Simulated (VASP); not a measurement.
Here is a VASP 6.6.1 calculation.

File INCAR:

```
  PREC = Accurate
  ENCUT = 520
  EDIFF = 1E-7
  ISMEAR = 0
  SIGMA = 0.15
  LREAL = F
  LASPH = T
  NELM = 100
  ALGO = Normal
  ISIF = 2
  LWAVE = F
  LCHARG = F
  GGA = PE
  IVDW = 12
  NBANDS = 16
```

KPOINTS

```
regular mesh
0
Gamma
  18 12 10
```

File POSCAR:

```
C
1.0
   -2.4646600698      0.0000000000      0.0000000000
    0.0000000000      0.0000000000     -3.5719696368
    0.0000000000     -4.2689164642      0.0000000000
C
4
Direct
    0.5000000000      0.0000000000      0.1779107377
    0.0000000000      0.0000000000      0.6554225957
    0.0000000000      0.0000000000      0.3220892623
    0.5000000000      0.0000000000      0.8445774043
```

Potentials or basis: VASP PAW PBE potentials, release 64 (C).

Run with:

```sh
$ cat potpaw_PBE.64/C/POTCAR > POTCAR
$ mpirun -np 1 vasp_std > vasp.out
```

Q: What does it give for the band gap on the k mesh?

A: Zero (bands 8 and 9 overlap by 0.88 eV).

Q: Predict the pressure.

A: 2.0 GPa.

Forces in eV/Å, atoms in the order of the input:
```
C    0.000  3.856  0.000
C    0.000 -3.687  0.000
C    0.000 -3.856  0.000
C    0.000  3.687  0.000
```

Caveat: the cell differs from its parent crystal (atoms displaced along a vibrational mode); forces of over 1 eV/Å act on the atoms, so gaps and moduli don't describe the material at rest.
